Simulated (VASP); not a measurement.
The system is Se.

```
CELL_PARAMETERS angstrom
4.36620 0.00000 0.00000
-2.18310 3.78124 0.00000
0.00000 0.00000 4.95360
ATOMIC_POSITIONS crystal
Se 0.77460 0.77460 0.00000
Se 0.00000 0.22540 0.66667
Se 0.22540 0.00000 0.33333
```

```yaml
Program: VASP 6.6.1
Task: relaxation of cell and atoms
Functional: PBEsol
Dispersion: D3(BJ)
Potentials_or_basis: VASP PAW PBE potentials, release 64 (Se)
Cutoff: 600 eV
k_mesh: 7 × 7 × 6
Occupations: fermi-dirac, width 0.05 eV
Spin: no spin polarisation
```

At the start: pressure -1.3 GPa; volume 27.26 Å³/atom.

Q: Where does the relaxation end?

A: Over 18 steps the energy falls by 72.9 meV/atom and the volume is 22.41 Å³/atom (-17.8 %); space group P3_121 (No. 152, to 0.05 Å).

Step by step:
```
step  energy change (eV)  largest force (eV/Å)  pressure (GPa)  volume (Å³)
   1              0.0000                0.3270           -1.27        81.78
   2             -0.0405                0.3879           -0.75        79.25
   3             -0.1220                0.5952            1.90        71.90
   4              0.1567                0.9579           15.25        58.37
   5             -0.1101                0.7739            3.36        70.22
   6             -0.1229                0.7115            3.19        69.88
   7             -0.1550                0.5423            2.79        68.88
   8             -0.1934                0.2715            2.37        66.87
   9             -0.1758                0.0713            3.20        62.86
  10             -0.2008                0.1264            2.51        65.30
  11             -0.2103                0.0733            1.52        66.17
  12             -0.2157                0.0392           -0.39        68.06
  13             -0.2162                0.0148            0.00        67.64
  14             -0.2162                0.0120            0.04        67.60
  15             -0.2165                0.0102            0.05        67.57
  16             -0.2175                0.0052            0.04        67.47
  17             -0.2185                0.0054            0.03        67.29
  18             -0.2186                0.0085            0.03        67.22
```

Final structure:
```cif
data_structure
_symmetry_space_group_name_H-M 'P 1'
_symmetry_Int_Tables_number 1
_cell_length_a 3.8836
_cell_length_b 3.8836
_cell_length_c 5.1465
_cell_angle_alpha 90.000
_cell_angle_beta 90.000
_cell_angle_gamma 120.000
_cell_volume 67.22
loop_
_atom_site_label
_atom_site_type_symbol
_atom_site_fract_x
_atom_site_fract_y
_atom_site_fract_z
_atom_site_occupancy
Se1 Se 0.73859 0.73859 0.00000 1
Se2 Se 0.00000 0.26141 0.66667 1
Se3 Se 0.26141 0.00000 0.33333 1
```

Caveat: the volume moved by over 15 % at a fixed basis, so the end points are rough; the PAW data sets were made with another functional, which shifts forces and pressure a little; the volume moved by -18 % from the deposited cell, more than functionals usually miss.
